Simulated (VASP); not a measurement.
# HgPd (P4/mmm) in VASP: notebook, part 2 of 2

VASP 6.6.1. The steps go on from the part before.

## (6) Relaxation of shape and atoms at fixed volume, LDA (16.12 Å³/atom)

This run uses another cell than the first one, of 16.12 Å³/atom.

INCAR reads:

```
PREC = Accurate
ENCUT = 600
EDIFF = 1E-6
ISMEAR = -1
SIGMA = 0.15
LREAL = False
LASPH = True
NELM = 60
ALGO = Fast
ISIF = 4
LWAVE = False
LCHARG = False
IBRION = 2
NSW = 80
EDIFFG = -0.001
```

KPOINTS reads:

```
Automatic mesh
0
Gamma
  14 14 12
```

POSCAR reads:

```
HgPd
1.0
    2.9714985280      0.0000000000      0.0000000000
    0.0000000000      2.9714985280      0.0000000000
    0.0000000000      0.0000000000      3.6508086299
Hg Pd
1 1
Direct
    0.0000000000      0.0000000000      0.0000000000
    0.5000000000      0.5000000000      0.5000000000
```

Potentials or basis: VASP PAW LDA potentials, release 64 (Hg, Pd).

Command:

```sh
$ cat potpaw_LDA.64/Hg/POTCAR potpaw_LDA.64/Pd/POTCAR > POTCAR
$ mpirun -np 1 vasp_std > vasp.out
```

OUTCAR:

```text
PREC = Accurate
   ENCUT = 600
   EDIFF = 1E-6
   ISMEAR = -1
   LREAL = False
   LASPH = True
   NELM = 60
   ISIF = 4
   IBRION = 2
   NSW = 80
   EDIFFG = -0.001

 ion  position               nearest neighbor table
   1  0.000  0.000  0.000-   2 2.78   2 2.78   2 2.78   2 2.78   2 2.78   2 2.78   2 2.78   2 2.78

   2  0.500  0.500  0.500-   1 2.78   1 2.78   1 2.78   1 2.78   1 2.78   1 2.78   1 2.78   1 2.78

  LATTYP: Found a simple tetragonal cell.
 ALAT       =     2.9714985280
 C/A-ratio  =     1.2286085945

  Lattice vectors:

 A1 = (   2.9714985280,   0.0000000000,   0.0000000000)
 A2 = (   0.0000000000,   2.9714985280,   0.0000000000)
 A3 = (   0.0000000000,   0.0000000000,   3.6508086299)

Analysis of symmetry for initial positions (statically):
=====================================================================
 Subroutine PRICEL returns:
 Original cell was already a primitive cell.

 Routine SETGRP: Setting up the symmetry group for a
 simple tetragonal supercell.

 Subroutine GETGRP returns: Found 16 space group operations
 (whereof 16 operations were pure point group operations)
 out of a pool of 16 trial point group operations.

The static configuration has the point symmetry D_4h.

Analysis of symmetry for dynamics (positions and initial velocities):
=====================================================================
 Subroutine PRICEL returns:
 Original cell was already a primitive cell.

 Routine SETGRP: Setting up the symmetry group for a
 simple tetragonal supercell.

 Subroutine GETGRP returns: Found 16 space group operations
 (whereof 16 operations were pure point group operations)
 out of a pool of 16 trial point group operations.

The dynamic configuration has the point symmetry D_4h.

 Subroutine INISYM returns: Found 16 space group operations
 (whereof 16 operations are pure point group operations),
 and found     1 'primitive' translations

----------------------------------------------------------------------------------------

                                     Primitive cell

  volume of cell :      32.2359
[... 135 lines left out ...]
  ext. energy  EPLUGINS =         0.00000000
  ---------------------------------------------------
  free energy    TOTEN  =        -7.95913473 eV

  energy without entropy =       -7.91883960  energy(sigma->0) =       -7.93898717

------------------------ aborting loop because EDIFF is reached ----------------------------------------

  FORCE on cell =-STRESS in cart. coord.  units (eV):
  Direction    XX          YY          ZZ          XY          YZ          ZX
  --------------------------------------------------------------------------------------
  -------------------------------------------------------------------------------------
  Total        1.0964179      1.0964179      1.1292181      0.0000000      0.0000000      0.0000000
  in kB       54.4937376     54.4937376     56.1239617      0.0000000      0.0000000      0.0000000
  external PRESSURE =      55.0371456 kB  Pullay stress =       0.0000000 kB
[... 167 lines left out ...]
--------------------------------------- Ionic step        6  -------------------------------------------

 number of electron      22.0000000 magnetization

 Free energy of the ion-electron system (eV)
  ---------------------------------------------------
  ext. energy  EPLUGINS =         0.00000000
  ---------------------------------------------------
  free energy    TOTEN  =        -7.95918890 eV

  energy without entropy =       -7.91936850  energy(sigma->0) =       -7.93927870

 E-fermi :   7.4463     XC(G=0): -13.1502

 val. band max:        7.4316746925   @ k =   0.4286   0.0714   0.4167
 cond. band min:       7.4596676320   @ k =   0.0714   0.0714   0.2500
 fundamental gap:      0.0279929395
 Fermi energy:         7.4462890953

 k-point     1 :       0.0000    0.0000    0.0000
  band No.  band energies     occupation
      1      -2.8109      2.00000
      2      -1.5036      2.00000
      3      -1.1868      2.00000
      4       0.2700      2.00000
      5       0.2700      2.00000
      6       0.8556      2.00000
      7       3.8392      2.00000
      8       4.5759      2.00000
      9       5.9012      1.99993
     10       5.9012      1.99993
     11       6.0454      1.99982
     12       9.9189      0.00000
     13      15.8721      0.00000
     14      15.8721      0.00000
[... 401 lines left out ...]
      2      -0.5087      2.00000
      3      -0.4979      2.00000
      4      -0.1692      2.00000
      5      -0.0464      2.00000
      6       1.5125      2.00000
      7       4.4651      2.00000
      8       4.5371      2.00000
      9       4.6259      2.00000
     10       5.3881      2.00000
     11       5.6672      1.99999
     12       9.4919      0.00000
     13      14.6901      0.00000
     14      15.8081      0.00000
     15      17.8528      0.00000

 [... further k-points ...]

------------------------ aborting loop because EDIFF is reached ----------------------------------------

  FORCE on cell =-STRESS in cart. coord.  units (eV):
  Direction    XX          YY          ZZ          XY          YZ          ZX
  --------------------------------------------------------------------------------------
  -------------------------------------------------------------------------------------
  Total        1.1140783      1.1140783      1.1131071      0.0000000      0.0000000      0.0000000
  in kB       55.3714857     55.3714857     55.3232197      0.0000000      0.0000000      0.0000000
  external PRESSURE =      55.3553970 kB  Pullay stress =       0.0000000 kB
[... 17 lines left out ...]
  FREE ENERGIE OF THE ION-ELECTRON SYSTEM (eV)
  ---------------------------------------------------
  free  energy   TOTEN  =        -7.9591888958 eV

  energy  without entropy=       -7.9193685018  energy(sigma->0) =       -7.93927870

 reached required accuracy - stopping structural energy minimisation
```

It took 4.1 min on 1 thread of Intel Xeon Platinum 8259CL at 2.50GHz (Skylake/Cascade Lake), shared host; peak memory 0.28 GiB.

What came out:

* Free energy: -7.9592 eV
* Energy gained by relaxing: 0.0 meV/atom
* Ionic steps: 6
* Pressure after relaxing: 5.5 GPa
* Band gap on the k mesh: zero (bands 11 and 12 overlap by 4.09 eV)

Final structure:
```yaml
crystal:
  lattice:
    - [2.96686, 0.00000, 0.00000]
    - [0.00000, 2.96686, 0.00000]
    - [0.00000, 0.00000, 3.66224]
  atoms:
    - { symbol: Hg, position: [0.00000, 0.00000, 0.00000] }
    - { symbol: Pd, position: [0.50000, 0.50000, 0.50000] }
```

Caveat: spin-orbit coupling is left out, which moves the levels of the heavy elements.

## (7) Overview

| task | cell | cutoff (eV) | gap on the mesh (eV) | pressure (GPa) |
| --- | --- | --- | --- | --- |
| single point | a = 2.946, b = 2.946, c = 3.630 Å, 2 atoms | 520 | none | 10.2 |
| single point | a = 2.970, b = 2.970, c = 3.654 Å, 2 atoms | 520 | none | 5.5 |
| single point | a = 2.992, b = 2.992, c = 3.675 Å, 2 atoms | 520 | none | 1.7 |
| single point | a = 3.013, b = 3.013, c = 3.696 Å, 2 atoms | 520 | none | -1.5 |
| relaxation of shape and atoms at fixed volume | relaxed from a = 2.971, b = 2.971, c = 3.651 Å, 2 atoms | 600 | none | 5.5 |

Alike in all rows: level LDA; potentials or basis VASP PAW LDA potentials, release 64 (Hg, Pd); no spin polarisation; k mesh 14 × 14 × 12; smearing fermi-dirac 0.15 eV.

Caveats: spin-orbit coupling is left out, which moves the levels of the heavy elements; the cell stands under pressure (at least some runs).

Total energies depend on the potentials used, so only differences within one code and one set of settings carry meaning.

The gap in the log of VASP goes by the Fermi energy; the results here count the filled bands.